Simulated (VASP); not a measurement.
Crystal: TiO2.

```
Ti O
1.0
    -1.89210    1.89210    4.75730
     1.89210   -1.89210    4.75730
     1.89210    1.89210   -4.75730
Ti O
2 4
Direct
  0.00000 0.00000 0.00000
  0.75000 0.25000 0.50000
  0.20810 0.20810 0.00000
  0.95810 0.45810 0.50000
  0.54190 0.04190 0.50000
  0.79190 0.79190 0.00000
```

- Program: VASP 6.6.1
- Task: relaxation of cell and atoms
- Functional: PBE
- Potentials or basis: VASP PAW PBE potentials, release 64 (Ti_sv, O)
- Cutoff: 600 eV
- k mesh: 10 × 10 × 10
- Occupations: gaussian, width 0.02 eV
- Spin: no spin polarisation

At the start: pressure 5.6 GPa; volume 11.35 Å³/atom.

How do energy, volume and symmetry change on relaxing?

Over 11 steps the energy falls by 5.7 meV/atom and the volume is 11.69 Å³/atom (+3.0 %); space group I4_1/amd (No. 141, to 0.1 Å) before and after.

Step by step:
```csv
step,energy change (eV),largest force (eV/Å),pressure (GPa),volume (Å³)
1,0.0000,0.1231,5.64,68.13
2,0.0178,0.3182,-6.24,72.14
3,-0.0307,0.0869,0.03,69.86
4,-0.0307,0.0830,0.14,69.83
5,-0.0317,0.0438,0.08,69.91
6,-0.0323,0.0127,-0.01,70.03
7,-0.0330,0.0080,-0.07,70.08
8,-0.0341,0.0044,-0.28,70.22
9,-0.0341,0.0071,-0.32,70.26
10,-0.0341,0.0082,0.25,70.08
11,-0.0342,0.0016,0.02,70.15
```

Final structure:
```xyz
6
Lattice="-1.9009 1.9009 4.8537 1.9009 -1.9009 4.8537 1.9009 1.9009 -4.8537" Properties=species:S:1:pos:R:3 pbc="T T T"
Ti    0.0000    0.0000    0.0000
Ti    0.0000    1.9009    2.4268
O     0.0000    0.0000    2.0045
O     0.0000    1.9009    4.4313
O     0.0000    1.9009    0.4224
O     0.0000    0.0000    7.7028
```
